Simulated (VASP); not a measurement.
# SrAl2Cl2 (P-3m1) in VASP: single point with LDA

Aim: the single point of SrAl2Cl2 with LDA.

Program: VASP 6.6.1. These are calculated values, not measurements. Logs are shortened: lines on timing, memory, paths and dates and some standing lists are left out, and cuts for length are marked.

**1. The cell of the first run**

It takes space group P-3m1 (No. 164, trigonal). The conventional cell has a = 5.033 Å, b = 5.033 Å, c = 5.146 Å, α = 90.00°, β = 90.00°, γ = 120.00°. Cl (site symmetry 3m) has 2 Al at 2.56 to 2.58 Å and 3 Sr at 2.91 Å and 3 Cl at 2.91 Å within 3.4 Å. Within 3.4 Å of Al (site symmetry 3m) lie 2 Cl at 2.56 to 2.58 Å and 3 Al at 2.91 Å. Sr (site symmetry -3m) has 6 Cl at 2.91 Å within 3.8 Å.

**2. Single point, LDA**

INCAR reads:

```
  ALGO = Normal
  EDIFF = 1E-6
  ENCUT = 520
  ISIF = 2
  ISMEAR = -1
  LASPH = True
  LCHARG = False
  LREAL = False
  LWAVE = False
  NBANDS = 23
  NELM = 100
  PREC = Accurate
  SIGMA = 0.1
```

KPOINTS reads:

```
k-points
0
Gamma
  7 7 6
```

POSCAR reads:

```
SrAl2Cl2
1.0
    2.5167082629      4.3590665792      0.0000000000
   -2.5167082629      4.3590665792      0.0000000000
    0.0000000000      0.0000000000      5.1461918448
Cl Al Sr
2 2 1
Direct
    0.3333333333      0.3333333333      0.0011674863
    0.6666666667      0.6666666667      0.9988325137
    0.3333333333      0.3333333333      0.4995564014
    0.6666666667      0.6666666667      0.5004435986
    0.0000000000      0.0000000000      0.0000000000
```

Potentials or basis: VASP PAW LDA potentials, release 64 (Cl, Al, Sr_sv).

Run with:

```
cat potpaw_LDA.64/Cl/POTCAR potpaw_LDA.64/Al/POTCAR potpaw_LDA.64/Sr_sv/POTCAR > POTCAR
mpirun -np 1 vasp_std > vasp.out
```

OUTCAR:

```text
EDIFF = 1E-6
   ENCUT = 520
   ISIF = 2
   ISMEAR = -1
   LASPH = True
   LREAL = False
   NELM = 100
   PREC = Accurate

 ion  position               nearest neighbor table
   1  0.333  0.333  0.001-   3 2.56   3 2.58   5 2.91   5 2.91   5 2.91
   2  0.667  0.667  0.999-   4 2.56   4 2.58   5 2.91   5 2.91   5 2.91
   3  0.333  0.333  0.500-   1 2.56   1 2.58   4 2.91   4 2.91   4 2.91   5 3.88   5 3.88   5 3.88
                             5 3.88   5 3.88   5 3.88
   4  0.667  0.667  0.500-   2 2.56   2 2.58   3 2.91   3 2.91   3 2.91   5 3.88   5 3.88   5 3.88
                             5 3.88   5 3.88   5 3.88
   5  0.000  0.000  0.000-   1 2.91   2 2.91   2 2.91   2 2.91   1 2.91   1 2.91   3 3.88   4 3.88
                             4 3.88   3 3.88   4 3.88   3 3.88   4 3.88   3 3.88   3 3.88   4 3.88

  LATTYP: Found a hexagonal cell.
 ALAT       =     5.0334165258
 C/A-ratio  =     1.0224053222

  Lattice vectors:

 A1 = (   2.5167082629,  -4.3590665792,   0.0000000000)
 A2 = (   2.5167082629,   4.3590665792,   0.0000000000)
 A3 = (   0.0000000000,   0.0000000000,   5.1461918448)

Analysis of symmetry for initial positions (statically):
=====================================================================
 Subroutine PRICEL returns:
 Original cell was already a primitive cell.

 Routine SETGRP: Setting up the symmetry group for a
 hexagonal supercell.

 Subroutine GETGRP returns: Found 12 space group operations
 (whereof 12 operations were pure point group operations)
 out of a pool of 24 trial point group operations.

The static configuration has the point symmetry D_3d.

Analysis of symmetry for dynamics (positions and initial velocities):
=====================================================================
 Subroutine PRICEL returns:
 Original cell was already a primitive cell.

 Routine SETGRP: Setting up the symmetry group for a
 hexagonal supercell.

 Subroutine GETGRP returns: Found 12 space group operations
 (whereof 12 operations were pure point group operations)
 out of a pool of 24 trial point group operations.

The dynamic configuration has the point symmetry D_3d.

 Subroutine INISYM returns: Found 12 space group operations
 (whereof 12 operations are pure point group operations),
 and found     1 'primitive' translations

----------------------------------------------------------------------------------------

                                     Primitive cell

  volume of cell :     112.9126

  direct lattice vectors                    reciprocal lattice vectors
     2.516708263  4.359066579  0.000000000     0.198672213  0.114703456  0.000000000
    -2.516708263  4.359066579  0.000000000    -0.198672213  0.114703456  0.000000000
     0.000000000  0.000000000  5.146191845     0.000000000  0.000000000  0.194318446

  length of vectors
     5.033416526  5.033416526  5.146191845     0.229406911  0.229406911  0.194318446

  position of ions in fractional coordinates (direct lattice)
     0.333333333  0.333333333  0.001167486
     0.666666667  0.666666667  0.998832514
     0.333333333  0.333333333  0.499556401
     0.666666667  0.666666667  0.500443599
     0.000000000  0.000000000  0.000000000

  ion indices of the primitive-cell ions
   primitive index   ion index
                 1           1
                 2           2
                 3           3
                 4           4
                 5           5

----------------------------------------------------------------------------------------

 KPOINTS: k-points

Automatic generation of k-mesh.
 Grid dimensions read from file:
 generate k-points for:    7    7    6

 Generating k-lattice:

  Cartesian coordinates                     Fractional coordinates (reciprocal lattice)
     0.028381745  0.016386208  0.000000000     0.142857143  0.000000000  0.000000000
    -0.028381745  0.016386208  0.000000000     0.000000000  0.142857143  0.000000000
     0.000000000  0.000000000  0.032386408     0.000000000  0.000000000  0.166666667

  Length of vectors
     0.032772416  0.032772416  0.032386408

  Shift w.r.t. Gamma in fractional coordinates (k-lattice)
     0.000000000  0.000000000  0.000000000

 Subroutine IBZKPT returns following result:
 ===========================================

 Found     40 irreducible k-points:

 Following reciprocal coordinates:
            Coordinates               Weight
  0.000000  0.000000  0.000000      1.000000
  0.142857  0.000000  0.000000      6.000000
  0.285714 -0.000000  0.000000      6.000000
  0.428571 -0.000000  0.000000      6.000000
  0.285714  0.142857  0.000000      6.000000
  0.428571  0.142857  0.000000     12.000000
[... 16 lines left out ...]
  0.142857  0.142857  0.333333      6.000000
  0.285714 -0.000000  0.333333      6.000000
 [... further k-points ...]
   k-points           NKPTS =     40   k-points in BZ     NKDIM =     40   number of bands    NBANDS=     23
   number of dos      NEDOS =    301   number of ions     NIONS =      5
   total plane-waves  NPLWV =  64000
   dimension x,y,z NGX =    40 NGY =   40 NGZ =   40
   dimension x,y,z NGXF=    80 NGYF=   80 NGZF=   80
   ions per type =               2   2   1
   NGX,Y,Z   is equivalent  to a cutoff of  13.21, 13.21, 12.92 a.u.
   NGXF,Y,Z  is equivalent  to a cutoff of  26.42, 26.42, 25.84 a.u.
 SYSTEM =  unknown system
   PREC   = accura    normal or accurate (medium, high low for compatibility)
   ISTART =      0    job   : 0-new  1-cont  2-samecut
   ICHARG =      2    charge: 1-file 2-atom 10-const
   ISPIN  =      1    spin polarized calculation?
   LNONCOLLINEAR =      F non collinear calculations
   LSORBIT =      F    spin-orbit coupling
   LASPH  =      T    aspherical Exc in radial PAW
   ENCUT  =  520.0 eV  38.22 Ry    6.18 a.u.   9.36  9.36  9.57*2*pi/ulx,y,z
   NELM   =    100;   NELMIN=  2; NELMDL= -5     # of ELM steps
   EDIFF  = 0.1E-05   stopping-criterion for ELM
   LREAL  =      F    real-space projection
   EDIFFG = 0.1E-04   stopping-criterion for IOM
   NSW    =      0    number of steps for IOM
   IBRION =     -1    ionic relax: 0-MD 1-quasi-New 2-CG
   NFREE  =      0    steps in history (QN), initial steepest desc. (CG)
   ISIF   =      2    stress and relaxation
   ISYM   =      2    0-nonsym 1-usesym 2-fastsym
   POTIM  = 0.5000    time-step for ionic-motion
   TEBEG  =    0.0;   TEEND  =   0.0 temperature during run
   PSTRESS=    0.0 pullay stress
   NELECT =      30.0000    total number of electrons
   NUPDOWN=      -1.0000    fix difference up-down
   EMIN   =  10.00;   EMAX   =-10.00  energy-range for DOS
   EFERMI =   0.00;   METHOD = LEGACY
   ISMEAR =    -1;   SIGMA  =   0.10  broadening in eV -4-tet -1-fermi 0-gaus
   EFERMI_NEDOS =   21; number of points for ismear=-14 and -15
   IALGO  =     38    algorithm
   IMIX   =      4    mixing-type and parameters
     AMIX     =   0.40;   BMIX     =  1.00
     AMIX_MAG =   1.60;   BMIX_MAG =  1.00
  volume/ion in A,a.u.               =      22.58       152.39
  Fermi-wavevector in a.u.,A,eV,Ry     =   1.052449  1.988841 15.070483  1.107649
  Thomas-Fermi vector in A             =   2.187532
   LORBIT       =      0    0 simple, 1 ext, 2 COOP (PROOUT), +10 PAW based schemes
   GGA     = CA    functional components
   LHFCALC =     F    Hartree Fock is set to
   AEXX    =    0.0000 exact exchange contribution
   IVDW    =     0    specifies the selected vdW correction
   LEPSILON=     F    determine dielectric tensor
   LRPA    =     F    only Hartree local field effects (RPA)
 non-spin polarized calculation
  energy-cutoff  :      520.00
  volume of cell :      112.91
 maximum number of plane-waves:      3060
 NGX is ok and might be reduce to    40
   NGX = 19   NGY = 19   NGZ = 19

 number of electron      30.0000004 magnetization

 Free energy of the ion-electron system (eV)
  ---------------------------------------------------
  ext. energy  EPLUGINS =         0.00000000
  ---------------------------------------------------
  free energy    TOTEN  =       -19.74392567 eV

  energy without entropy =      -19.72396162  energy(sigma->0) =      -19.73394365

 E-fermi :   5.4168     XC(G=0):  -9.6010

 val. band max:        5.3779094590   @ k =   0.4286  -0.0000   0.0000
 cond. band min:       5.4439641250   @ k =   0.0000   0.0000   0.0000
 fundamental gap:      0.0660546660
 Fermi energy:         5.4167899256

 k-point     1 :       0.0000    0.0000    0.0000
  band No.  band energies     occupation
      1     -30.8126      2.00000
      2     -13.0221      2.00000
      3     -13.0221      2.00000
      4     -12.9389      2.00000
      5     -12.8074      2.00000
      6     -11.2059      2.00000
[... 15 lines left out ...]
     22       9.2990      0.00000
     23       9.2990      0.00000

 k-point     2 :       0.1429    0.0000    0.0000
  band No.  band energies     occupation
      1     -30.8120      2.00000
      2     -13.3366      2.00000
      3     -13.0280      2.00000
      4     -12.9371      2.00000
      5     -12.4112      2.00000
      6     -11.2947      2.00000
[... 15 lines left out ...]
     22       9.5095      0.00000
     23       9.7736      0.00000

 k-point     3 :       0.2857   -0.0000    0.0000
  band No.  band energies     occupation
      1     -30.8106      2.00000
      2     -13.6057      2.00000
      3     -13.0412      2.00000
      4     -12.9330      2.00000
      5     -11.9805      2.00000
      6     -11.4532      2.00000
[... 15 lines left out ...]
     22       9.4728      0.00000
     23      10.5525      0.00000

 k-point     4 :       0.4286   -0.0000    0.0000
  band No.  band energies     occupation
      1     -30.8095      2.00000
      2     -13.7367      2.00000
      3     -13.0517      2.00000
      4     -12.9297      2.00000
      5     -11.8483      2.00000
      6     -11.4327      2.00000
[... 15 lines left out ...]
     22      10.1380      0.00000
     23      10.9102      0.00000

 k-point     5 :       0.2857    0.1429    0.0000
  band No.  band energies     occupation
      1     -30.8110      2.00000
      2     -13.5328      2.00000
      3     -13.0674      2.00000
      4     -12.9341      2.00000
      5     -12.0555      2.00000
      6     -11.4235      2.00000
[... 15 lines left out ...]
     22       9.8937      0.00000
     23      10.1703      0.00000

 k-point     6 :       0.4286    0.1429    0.0000
  band No.  band energies     occupation
      1     -30.8098      2.00000
      2     -13.6633      2.00000
      3     -13.1450      2.00000
      4     -12.9304      2.00000
      5     -11.7507      2.00000
      6     -11.5079      2.00000
[... 15 lines left out ...]
     22       9.5496      0.00000
     23      10.1735      0.00000

 k-point     7 :      -0.4286    0.1429    0.0000
  band No.  band energies     occupation
      1     -30.8092      2.00000
      2     -13.7009      2.00000
      3     -13.1863      2.00000
      4     -12.9288      2.00000
      5     -11.7298      2.00000
      6     -11.4359      2.00000
[... 353 lines left out ...]
     22       9.4653      0.00000
     23       9.5901      0.00000

 k-point    21 :       0.0000    0.0000    0.3333
  band No.  band energies     occupation
      1     -30.8123      2.00000
      2     -13.0209      2.00000
      3     -13.0209      2.00000
      4     -12.9532      2.00000
      5     -12.7791      2.00000
      6     -11.1903      2.00000
[... 15 lines left out ...]
     22      10.5612      0.00000
     23      10.5612      0.00000

 k-point    22 :       0.1429    0.0000    0.3333
  band No.  band energies     occupation
      1     -30.8117      2.00000
      2     -13.3261      2.00000
      3     -13.0267      2.00000
      4     -12.9507      2.00000
      5     -12.3928      2.00000
      6     -11.2785      2.00000
[... 15 lines left out ...]
     22      10.2591      0.00000
     23      10.6193      0.00000

 k-point    23 :       0.1429    0.1429    0.3333
  band No.  band energies     occupation
      1     -30.8117      2.00000
      2     -13.3261      2.00000
      3     -13.0267      2.00000
      4     -12.9507      2.00000
      5     -12.3928      2.00000
      6     -11.2785      2.00000
[... 15 lines left out ...]
     22      10.2639      0.00000
     23      10.6307      0.00000

 k-point    24 :       0.2857   -0.0000    0.3333
  band No.  band energies     occupation
      1     -30.8104      2.00000
      2     -13.5948      2.00000
      3     -13.0398      2.00000
      4     -12.9458      2.00000
      5     -11.9628      2.00000
      6     -11.4365      2.00000
[... 15 lines left out ...]
     22       9.9827      0.00000
     23      10.3799      0.00000

 [... further k-points ...]

------------------------ aborting loop because EDIFF is reached ----------------------------------------

  FORCE on cell =-STRESS in cart. coord.  units (eV):
  Direction    XX          YY          ZZ          XY          YZ          ZX
  --------------------------------------------------------------------------------------
  -------------------------------------------------------------------------------------
  Total        0.1246849      0.1246849      0.0064942      0.0000000     -0.0000000      0.0000000
  in kB        1.7692208      1.7692208      0.0921499      0.0000000     -0.0000000      0.0000000
  external PRESSURE =       1.2101972 kB  Pullay stress =       0.0000000 kB

 VOLUME and BASIS-vectors are now :
 -----------------------------------------------------------------------------
  energy-cutoff  :      520.00
  volume of cell :      112.91
      direct lattice vectors                 reciprocal lattice vectors
     2.516708263  4.359066579  0.000000000     0.198672213  0.114703456  0.000000000
    -2.516708263  4.359066579  0.000000000    -0.198672213  0.114703456  0.000000000
     0.000000000  0.000000000  5.146191845     0.000000000  0.000000000  0.194318446

 POSITION                                       TOTAL-FORCE (eV/Angst)
 -----------------------------------------------------------------------------------
      0.00000      2.90604      0.00601        -0.000000     -0.000000     -0.002208
      0.00000      5.81209      5.14018        -0.000000     -0.000000      0.002208
      0.00000      2.90604      2.57081         0.000000      0.000000      0.000736
      0.00000      5.81209      2.57538         0.000000      0.000000     -0.000736
      0.00000      0.00000      0.00000         0.000000      0.000000      0.000000
 -----------------------------------------------------------------------------------
    total drift:                                0.000000     -0.000000      0.000000

  FREE ENERGIE OF THE ION-ELECTRON SYSTEM (eV)
  ---------------------------------------------------
  free  energy   TOTEN  =       -19.7439256737 eV

  energy  without entropy=      -19.7239616171  energy(sigma->0) =      -19.73394365
```

Run time: 46 s. Hardware: 1 thread of AMD EPYC 9R45 (Zen 5), shared host; peak memory 0.23 GiB.

What came out:

```
Free energy            : -19.7439 eV
Pressure               : 0.1 GPa
Band gap on the k mesh : zero (band 15 reaches 5.80 eV, above the bottom of band 16 at 5.28 eV)
```

Forces in eV/Å, atoms in the order of the input:
```
Cl   0.000  0.000 -0.002
Cl   0.000  0.000  0.002
Al   0.000  0.000  0.001
Al   0.000  0.000 -0.001
Sr   0.000  0.000  0.000
```

Stress tensor (GPa, compression positive):
```
0.18 0.00 0.00
0.00 0.18 0.00
0.00 0.00 0.01
```

Levels at points of the mesh, in eV from the Fermi level:
```tsv
k point	band 12	band 13	band 14	band 15	band 16	band 17	band 18	band 19
(0.00, 0.00, 0.00)	-4.19	-4.19	0.03	0.38	0.38	2.40	2.40	2.40
(0.00, 0.00, 0.50)	-4.14	-3.14	-0.64	-0.64	-0.13	0.53	0.53	2.56
```
